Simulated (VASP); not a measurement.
# HfSi2 (Cmcm) in VASP: a series of runs

Runs on HfSi2. Level: PBE. Tasks: single point, relaxation of cell and atoms.

Program: VASP 6.6.1. These are calculated values, not measurements. Logs are shortened: lines on timing, memory, paths and dates and some standing lists are left out, and cuts for length are marked.

### Step 1. The cell of the first run

The structure is orthorhombic, space group Cmcm (No. 63). The conventional cell has a = 3.683 Å, b = 14.593 Å, c = 3.659 Å, α = 90.00°, β = 90.00°, γ = 90.00°. Hf (site symmetry m2m) has 10 Si at 2.70 to 2.97 Å and 2 Hf at 3.58 Å within 3.6 Å. Si (site symmetry m2m) has 2 Si at 2.42 Å and 6 Hf at 2.70 to 2.97 Å within 3.2 Å. Within 3.4 Å of Si (site symmetry m2m) lie 6 Si at 2.60 to 3.39 Å and 4 Hf at 2.80 Å.

### Step 2. Single point, PBE

INCAR

```
SYSTEM = HfSi2
  PREC = Accurate
  ENCUT = 500
  EDIFF = 1E-6
  ISMEAR = 0
  SIGMA = 0.1
  LREAL = .False.
  LASPH = .True.
  NELM = 120
  ALGO = Normal
  ISIF = 2
  LWAVE = .False.
  LCHARG = .True.
  GGA = PE
  LELF = .True.
  LVHAR = .True.
  NBANDS = 27
  GGA_COMPAT = .False.
```

KPOINTS

```
regular mesh
0
Gamma
  10 10 10
  0 0 0
```

POSCAR

```
HfSi2
1.0
    1.8413190543     -7.2964455533      0.0000000000
    1.8413190543      7.2964455533      0.0000000000
    0.0000000000      0.0000000000      3.6590708251
Hf Si
2 4
Direct
    0.6054711517      0.3945288483      0.2500000000
    0.3945288483      0.6054711517      0.7500000000
    0.9457630242      0.0542369758      0.2500000000
    0.0542369758      0.9457630242      0.7500000000
    0.2497015884      0.7502984116      0.2500000000
    0.7502984116      0.2497015884      0.7500000000
```

Potentials or basis: VASP PAW PBE potentials, release 64 (Hf_pv, Si).

The run is started by

```bash
$ cat potpaw_PBE.64/Hf_pv/POTCAR potpaw_PBE.64/Si/POTCAR > POTCAR
$ mpirun -np 1 vasp_std > vasp.out
```

OUTCAR:

```text
SYSTEM = HfSi2
   PREC = Accurate
   ENCUT = 500
   EDIFF = 1E-6
   ISMEAR = 0
   LREAL = .False.
   LASPH = .True.
   NELM = 120
   ISIF = 2
   GGA = PE

 ion  position               nearest neighbor table
   1  0.605  0.395  0.250-   4 2.70   4 2.70   4 2.70   4 2.70   6 2.80   6 2.80   5 2.80   5 2.80
                             3 2.97   3 2.97   2 3.58   2 3.58
   2  0.395  0.605  0.750-   3 2.70   3 2.70   3 2.70   3 2.70   5 2.80   5 2.80   6 2.80   6 2.80
                             4 2.97   4 2.97   1 3.58   1 3.58
   3  0.946  0.054  0.250-   4 2.42   4 2.42   2 2.70   2 2.70   2 2.70   2 2.70   1 2.97   1 2.97

   4  0.054  0.946  0.750-   3 2.42   3 2.42   1 2.70   1 2.70   1 2.70   1 2.70   2 2.97   2 2.97

   5  0.250  0.750  0.250-   6 2.60   6 2.60   6 2.60   6 2.60   2 2.80   2 2.80   1 2.80   1 2.80

   6  0.750  0.250  0.750-   5 2.60   5 2.60   5 2.60   5 2.60   1 2.80   1 2.80   2 2.80   2 2.80

  LATTYP: Found a base centered orthorhombic cell.
 ALAT       =     3.6826381086
 B/A-ratio  =     3.9626188282
 C/A-ratio  =     0.9936004346

  Lattice vectors:

 A1 = (   1.8413190543,  -7.2964455533,   0.0000000000)
 A2 = (   1.8413190543,   7.2964455533,   0.0000000000)
 A3 = (   0.0000000000,   0.0000000000,   3.6590708251)

Analysis of symmetry for initial positions (statically):
=====================================================================
 Subroutine PRICEL returns:
 Original cell was already a primitive cell.

 Routine SETGRP: Setting up the symmetry group for a
 base centered orthorhombic supercell.

 Subroutine GETGRP returns: Found  8 space group operations
 (whereof  4 operations were pure point group operations)
 out of a pool of  8 trial point group operations.

The static configuration has the point symmetry C_2h.
 The point group associated with its full space group is D_2h.

Analysis of symmetry for dynamics (positions and initial velocities):
=====================================================================
 Subroutine PRICEL returns:
 Original cell was already a primitive cell.

 Routine SETGRP: Setting up the symmetry group for a
 base centered orthorhombic supercell.

 Subroutine GETGRP returns: Found  8 space group operations
 (whereof  4 operations were pure point group operations)
 out of a pool of  8 trial point group operations.

The dynamic configuration has the point symmetry C_2h.
 The point group associated with its full space group is D_2h.

 Subroutine INISYM returns: Found  8 space group operations
 (whereof  4 operations are pure point group operations),
 and found     1 'primitive' translations

----------------------------------------------------------------------------------------

                                     Primitive cell

  volume of cell :      98.3198

  direct lattice vectors                    reciprocal lattice vectors
     1.841319054 -7.296445553  0.000000000     0.271544466 -0.068526517  0.000000000
     1.841319054  7.296445553  0.000000000     0.271544466  0.068526517  0.000000000
     0.000000000  0.000000000  3.659070825     0.000000000  0.000000000  0.273293426

  length of vectors
     7.525195916  7.525195916  3.659070825     0.280057638  0.280057638  0.273293426

  position of ions in fractional coordinates (direct lattice)
     0.605471152  0.394528848  0.250000000
     0.394528848  0.605471152  0.750000000
     0.945763024  0.054236976  0.250000000
     0.054236976  0.945763024  0.750000000
     0.249701588  0.750298412  0.250000000
     0.750298412  0.249701588  0.750000000

  ion indices of the primitive-cell ions
   primitive index   ion index
                 1           1
                 2           2
                 3           3
                 4           4
                 5           5
                 6           6

----------------------------------------------------------------------------------------

 KPOINTS: regular mesh

Automatic generation of k-mesh.
 Grid dimensions read from file:
 generate k-points for:   10   10   10

 Generating k-lattice:

  Cartesian coordinates                     Fractional coordinates (reciprocal lattice)
     0.027154447 -0.006852652  0.000000000     0.100000000 -0.000000000  0.000000000
     0.027154447  0.006852652  0.000000000    -0.000000000  0.100000000  0.000000000
     0.000000000  0.000000000  0.027329343     0.000000000  0.000000000  0.100000000

  Length of vectors
     0.028005764  0.028005764  0.027329343

  Shift w.r.t. Gamma in fractional coordinates (k-lattice)
     0.000000000  0.000000000  0.000000000

 Subroutine IBZKPT returns following result:
 ===========================================

 Found    186 irreducible k-points:

 Following reciprocal coordinates:
            Coordinates               Weight
  0.000000  0.000000  0.000000      1.000000
  0.100000  0.000000  0.000000      4.000000
  0.200000  0.000000  0.000000      4.000000
  0.300000  0.000000  0.000000      4.000000
  0.400000  0.000000  0.000000      4.000000
  0.500000  0.000000  0.000000      2.000000
[... 16 lines left out ...]
  0.300000  0.300000  0.000000      2.000000
  0.400000  0.300000  0.000000      4.000000
 [... further k-points ...]
   k-points           NKPTS =    186   k-points in BZ     NKDIM =    186   number of bands    NBANDS=     27
   number of dos      NEDOS =    301   number of ions     NIONS =      6
   total plane-waves  NPLWV =  87808
   dimension x,y,z NGX =    56 NGY =   56 NGZ =   28
   dimension x,y,z NGXF=   112 NGYF=  112 NGZF=   56
   ions per type =               2   4
   NGX,Y,Z   is equivalent  to a cutoff of  12.37, 12.37, 12.72 a.u.
   NGXF,Y,Z  is equivalent  to a cutoff of  24.74, 24.74, 25.44 a.u.
 SYSTEM =  HfSi2
   PREC   = accura    normal or accurate (medium, high low for compatibility)
   ISTART =      0    job   : 0-new  1-cont  2-samecut
   ICHARG =      2    charge: 1-file 2-atom 10-const
   ISPIN  =      1    spin polarized calculation?
   LNONCOLLINEAR =      F non collinear calculations
   LSORBIT =      F    spin-orbit coupling
   LASPH  =      T    aspherical Exc in radial PAW
   ENCUT  =  500.0 eV  36.75 Ry    6.06 a.u.  13.72 13.72  6.67*2*pi/ulx,y,z
   NELM   =    120;   NELMIN=  2; NELMDL= -5     # of ELM steps
   EDIFF  = 0.1E-05   stopping-criterion for ELM
   LREAL  =      F    real-space projection
   EDIFFG = 0.1E-04   stopping-criterion for IOM
   NSW    =      0    number of steps for IOM
   IBRION =     -1    ionic relax: 0-MD 1-quasi-New 2-CG
   NFREE  =      0    steps in history (QN), initial steepest desc. (CG)
   ISIF   =      2    stress and relaxation
   ISYM   =      2    0-nonsym 1-usesym 2-fastsym
   POTIM  = 0.5000    time-step for ionic-motion
   TEBEG  =    0.0;   TEEND  =   0.0 temperature during run
   PSTRESS=    0.0 pullay stress
   NELECT =      36.0000    total number of electrons
   NUPDOWN=      -1.0000    fix difference up-down
   EMIN   =  10.00;   EMAX   =-10.00  energy-range for DOS
   EFERMI =   0.00;   METHOD = LEGACY
   ISMEAR =     0;   SIGMA  =   0.10  broadening in eV -4-tet -1-fermi 0-gaus
   EFERMI_NEDOS =   21; number of points for ismear=-14 and -15
   IALGO  =     38    algorithm
   IMIX   =      4    mixing-type and parameters
     AMIX     =   0.40;   BMIX     =  1.00
     AMIX_MAG =   1.60;   BMIX_MAG =  1.00
  volume/ion in A,a.u.               =      16.39       110.58
  Fermi-wavevector in a.u.,A,eV,Ry     =   1.171193  2.213235 18.663028  1.371694
  Thomas-Fermi vector in A             =   2.307641
   LORBIT       =      0    0 simple, 1 ext, 2 COOP (PROOUT), +10 PAW based schemes
   GGA     = PE    functional components
   LHFCALC =     F    Hartree Fock is set to
   AEXX    =    0.0000 exact exchange contribution
   IVDW    =     0    specifies the selected vdW correction
   LEPSILON=     F    determine dielectric tensor
   LRPA    =     F    only Hartree local field effects (RPA)
 non-spin polarized calculation
 Gauss-broadening in eV      SIGMA  =   0.10
  energy-cutoff  :      500.00
  volume of cell :       98.32
 maximum number of plane-waves:      2516
   NGX = 27   NGY = 27   NGZ = 13

 number of electron      35.9999997 magnetization

 Free energy of the ion-electron system (eV)
  ---------------------------------------------------
  ext. energy  EPLUGINS =         0.00000000
  ---------------------------------------------------
  free energy    TOTEN  =       -44.93580975 eV

  energy without entropy =      -44.92885214  energy(sigma->0) =      -44.93233095

 E-fermi :   8.3217     XC(G=0): -11.3611

 val. band max:        8.3209767427   @ k =   0.2000   0.0000   0.4000
 cond. band min:       8.3259802083   @ k =   0.4000   0.4000   0.2000
 fundamental gap:      0.0050034656
 Fermi energy:         8.3216831330

 k-point     1 :       0.0000    0.0000    0.0000
  band No.  band energies     occupation
      1     -22.5212      2.00000
      2     -22.4356      2.00000
      3     -22.4203      2.00000
      4     -22.4055      2.00000
      5     -22.3901      2.00000
      6     -22.3617      2.00000
[... 19 lines left out ...]
     26      10.9288      0.00000
     27      12.6807      0.00000

 k-point     2 :       0.1000    0.0000    0.0000
  band No.  band energies     occupation
      1     -22.5190      2.00000
      2     -22.4479      2.00000
      3     -22.4316      2.00000
      4     -22.4047      2.00000
      5     -22.3890      2.00000
      6     -22.3607      2.00000
[... 19 lines left out ...]
     26      11.9231      0.00000
     27      11.9508      0.00000

 k-point     3 :       0.2000    0.0000    0.0000
  band No.  band energies     occupation
      1     -22.5136      2.00000
      2     -22.4798      2.00000
      3     -22.4611      2.00000
      4     -22.4027      2.00000
      5     -22.3859      2.00000
      6     -22.3581      2.00000
[... 594 lines left out ...]
      1     -22.5513      2.00000
      2     -22.5263      2.00000
      3     -22.4983      2.00000
      4     -22.4001      2.00000
      5     -22.3789      2.00000
      6     -22.3524      2.00000
[... 19 lines left out ...]
     26      11.8923      0.00000
     27      12.6281      0.00000

 k-point    24 :       0.4000    0.3000    0.0000
  band No.  band energies     occupation
      1     -22.5212      2.00000
      2     -22.5006      2.00000
      3     -22.4970      2.00000
      4     -22.4045      2.00000
      5     -22.3818      2.00000
      6     -22.3552      2.00000
[... 19 lines left out ...]
     26      12.3908      0.00000
     27      12.6214      0.00000

 [... further k-points ...]
[... 5 lines left out ...]
  --------------------------------------------------------------------------------------
  -------------------------------------------------------------------------------------
  Total        0.0018203      0.0035480     -0.0426497      0.0000000      0.0000000      0.0000000
  in kB        0.0296626      0.0578161     -0.6950013      0.0000000      0.0000000      0.0000000
  external PRESSURE =      -0.2025075 kB  Pullay stress =       0.0000000 kB

 VOLUME and BASIS-vectors are now :
 -----------------------------------------------------------------------------
  energy-cutoff  :      500.00
  volume of cell :       98.32
      direct lattice vectors                 reciprocal lattice vectors
     1.841319054 -7.296445553  0.000000000     0.271544466 -0.068526517  0.000000000
     1.841319054  7.296445553  0.000000000     0.271544466  0.068526517  0.000000000
     0.000000000  0.000000000  3.659070825     0.000000000  0.000000000  0.273293426

 POSITION                                       TOTAL-FORCE (eV/Angst)
 -----------------------------------------------------------------------------------
      1.84132     -1.53913      0.91477         0.000000      0.005116      0.000000
      1.84132      1.53913      2.74430         0.000000     -0.005116     -0.000000
      1.84132     -6.50497      0.91477         0.000000     -0.018184      0.000000
      1.84132      6.50497      2.74430         0.000000      0.018184      0.000000
      1.84132      3.65258      0.91477         0.000000      0.000101      0.000000
      1.84132     -3.65258      2.74430         0.000000     -0.000101      0.000000
 -----------------------------------------------------------------------------------
    total drift:                                0.000000      0.000000     -0.000000

  FREE ENERGIE OF THE ION-ELECTRON SYSTEM (eV)
  ---------------------------------------------------
  free  energy   TOTEN  =       -44.9358097530 eV

  energy  without entropy=      -44.9288521379  energy(sigma->0) =      -44.93233095
```

Wall time 10 min (1 thread of AMD EPYC 7R13 (Zen 3), shared host); peak memory 0.52 GiB.

What came out:

| Property | Result |
| --- | --- |
| Free energy | -44.9358 eV |
| Pressure | 0.0 GPa |
| Largest force | 0.018 eV/Å |
| Band gap on the k mesh | zero (band 18 reaches 8.82 eV, above the bottom of band 19 at 7.91 eV) |

Forces on the atoms (eV/Å):
```
Hf   0.000  0.005  0.000
Hf   0.000 -0.005  0.000
Si   0.000 -0.018  0.000
Si   0.000  0.018  0.000
Si   0.000  0.000  0.000
Si   0.000  0.000  0.000
```

Caveat: spin-orbit coupling is left out, which moves the levels of the heavy elements.

### Step 3. Relaxation of cell and atoms, PBE

INCAR

```
SYSTEM = HfSi2
  PREC = Accurate
  ENCUT = 500
  EDIFF = 1E-7
  ISMEAR = 0
  SIGMA = 0.1
  LREAL = .FALSE.
  LASPH = .TRUE.
  NELM = 120
  ALGO = Normal
  ISIF = 3
  LWAVE = .FALSE.
  LCHARG = .FALSE.
  GGA = PE
  IBRION = 2
  NSW = 100
  EDIFFG = -0.005
  GGA_COMPAT = .FALSE.
  NELMIN = 4
```

KPOINTS

```
Automatic mesh
0
G
  10 10 10
  0 0 0
```

POSCAR

```
HfSi2
1.0
    1.8501392521     -7.2783947329      0.0000000000
    1.8501392521      7.2783947329      0.0000000000
    0.0000000000      0.0000000000      3.6540200993
Hf Si
2 4
Direct
    0.6049707102      0.3950292898      0.2500000000
    0.3950292898      0.6049707102      0.7500000000
    0.9453849172      0.0546150828      0.2500000000
    0.0546150828      0.9453849172      0.7500000000
    0.2499640654      0.7500359346      0.2500000000
    0.7500359346      0.2499640654      0.7500000000
```

Potentials or basis: VASP PAW PBE potentials, release 64 (Hf_pv, Si).

The run is started by

```bash
$ cat potpaw_PBE.64/Hf_pv/POTCAR potpaw_PBE.64/Si/POTCAR > POTCAR
$ mpirun -np 1 vasp_std > vasp.out
```

Wall time 23 min (1 thread of AMD EPYC 9R45 (Zen 5), shared host); peak memory 0.5 GiB.

The run converged. Its results:

```yaml
Free_energy: -44.9359 eV
Relaxed_volume: 16.39 Å³/atom
Relaxed_cell: a = 7.527 Å, b = 7.527 Å, c = 3.658 Å, α = 90.00°, β = 90.00°, γ = 151.68°
Space_group_after_relaxing_to_0.05_Å: Cmcm (No. 63)
Energy_gained_by_relaxing: 0.4 meV/atom
Ionic_steps: 7
Pressure_after_relaxing: 0.0 GPa
Band_gap_on_the_k_mesh: zero (band 18 reaches 8.82 eV, above the bottom of band 19 at 7.91 eV)
```

Forces in eV/Å, atoms in the order of the input:
```
Hf   0.000  0.001  0.000
Hf   0.000 -0.001  0.000
Si   0.000 -0.001  0.000
Si   0.000  0.001  0.000
Si   0.000 -0.002  0.000
Si   0.000  0.002  0.000
```

The path:
```csv
step,energy change (eV),largest force (eV/Å),pressure (GPa),volume (Å³)
1,0.0000,0.0696,-0.26,98.41
2,-0.0015,0.0338,0.29,98.04
3,-0.0015,0.0338,0.30,98.03
4,-0.0020,0.0310,-0.08,98.33
5,-0.0020,0.0314,-0.04,98.29
6,-0.0022,0.0150,-0.02,98.31
7,-0.0022,0.0021,0.00,98.32
```

Final structure:
```xyz
6
Lattice="1.8414 -7.2983 0.0000 1.8414 7.2983 0.0000 0.0000 0.0000 3.6579" Properties=species:S:1:pos:R:3 pbc="T T T"
Hf    1.8414   -1.5395    0.9145
Hf    1.8414    1.5395    2.7434
Si    1.8414   -6.5083    0.9145
Si    1.8414    6.5083    2.7434
Si    1.8414    3.6539    0.9145
Si    1.8414   -3.6539    2.7434
```

Levels at points of the mesh, in eV from the Fermi level:
```
           k point  band 14  band 15  band 16  band 17  band 18  band 19  band 20  band 21  band 22
(0.00, 0.00, 0.00)    -2.64    -2.54    -2.54    -2.53    -0.09     1.20     1.33     1.67     1.87
(0.50, 0.00, 0.00)    -2.71    -1.97    -1.58    -0.86    -0.51    -0.41     0.81     0.83     2.10
(0.50, 0.50, 0.00)    -2.83    -2.80    -2.13    -1.60     0.33     1.22     1.34     1.54     1.94
(0.00, 0.00, 0.50)    -2.53    -1.96    -1.96    -0.09    -0.09     0.06     0.06     1.65     1.65
(0.50, 0.00, 0.50)    -4.18    -3.51    -3.51    -2.41    -2.41     1.89     1.89     2.74     2.74
(0.50, 0.50, 0.50)    -3.26    -2.29    -2.29    -0.95    -0.95     0.02     0.02     2.42     2.42
```

Caveat: spin-orbit coupling is left out, which moves the levels of the heavy elements.
